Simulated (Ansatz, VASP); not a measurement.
## Al3H: VASP beside Ansatz

The input INCAR:

```
PREC = Accurate
ENCUT = 520
EDIFF = 1E-6
ISMEAR = 0
SIGMA = 0.1
LREAL = F
LASPH = T
NELM = 80
ALGO = Normal
ISIF = 2
LWAVE = F
LCHARG = F
GGA = PE
NBANDS = 20
```

KPOINTS

```
regular mesh
0
Gamma
  14 6 8
```

File POSCAR:

```
Al3H
1.0
    2.8686685790      0.0000000000      0.0546124554
    0.0000000000      8.5764742214      0.0000000000
   -0.0860078109      0.0000000000      4.3946902226
Al H
6 2
Direct
    0.7500127703      0.5723298166      0.2590430926
    0.2499872297      0.0723298166      0.7409569074
    0.2499872297      0.4276701834      0.7409569074
    0.7500127703      0.9276701834      0.2590430926
    0.2497213322      0.7500000000      0.8354735095
    0.7502786678      0.2500000000      0.1645264905
    0.2503130043      0.2500000000      0.4598272752
    0.7496869957      0.7500000000      0.5401727248
```

Input for Ansatz:

```yaml
crystal:
  lattice:
    - [2.868668579, 0.0, 0.0546124554]
    - [0.0, 8.5764742214, 0.0]
    - [-0.0860078109, 0.0, 4.3946902226]
  atoms:
    - { symbol: Al, position: [0.7500127703, 0.5723298166, 0.2590430926] }
    - { symbol: Al, position: [0.2499872297, 0.0723298166, 0.7409569074] }
    - { symbol: Al, position: [0.2499872297, 0.4276701834, 0.7409569074] }
    - { symbol: Al, position: [0.7500127703, 0.9276701834, 0.2590430926] }
    - { symbol: Al, position: [0.2497213322, 0.75, 0.8354735095] }
    - { symbol: Al, position: [0.7502786678, 0.25, 0.1645264905] }
    - { symbol: H, position: [0.2503130043, 0.25, 0.4598272752] }
    - { symbol: H, position: [0.7496869957, 0.75, 0.5401727248] }
basis:
  ecutwfc: 420
kpoints:
  mp_grid: { grid: [14, 6, 8] }
  band_path:
    path:
      - [0.0, 0.0, 0.0]
      - [0.0, 0.5, 0.0]
      - [0.0, 0.5, 0.5]
      - [0.0, 0.0, 0.5]
      - [0.0, 0.0, 0.0]
      - [-0.5, 0.0, 0.5]
      - [-0.5, 0.5, 0.5]
      - [0.0, 0.5, 0.0]
      - [-0.5, 0.5, 0.0]
      - [-0.5, 0.0, 0.0]
      - [0.0, 0.0, 0.0]
    npoints: 14
hamiltonian:
  xc: pbe
scf:
  occupations: { method: gaussian, width: 0.1 }
  n_extra_bands: 20
output:
  forces: true
  stress: true
  eigenvalues: true
  populations: true
  dos: { projected: true, de: 0.02, nscf_kmesh: { grid: [17, 8, 10] } }
  bader: true
```

Alike in both runs: task single point; functional PBE; k mesh 14 × 6 × 8; occupations gaussian, width 0.1 eV; no spin polarisation.

```csv
,VASP,Ansatz
version,VASP 6.6.1,Ansatz 0.2.0
potentials or method,"VASP PAW PBE potentials, release 64 (Al, H), cutoff 520 eV","scalar-relativistic, plane waves, PAW"
valence electrons in the cell,20,20
```

```csv
,VASP,Ansatz,Ansatz less VASP
gap on the k mesh at the Fermi level (eV),none,none,-
pressure (GPa),-0.1,0.0,+0.06
```

A gap of «none» marks a metal or a gap that the smearing closes. With one functional, cell and mesh, what is left measures potentials, basis and numerics.
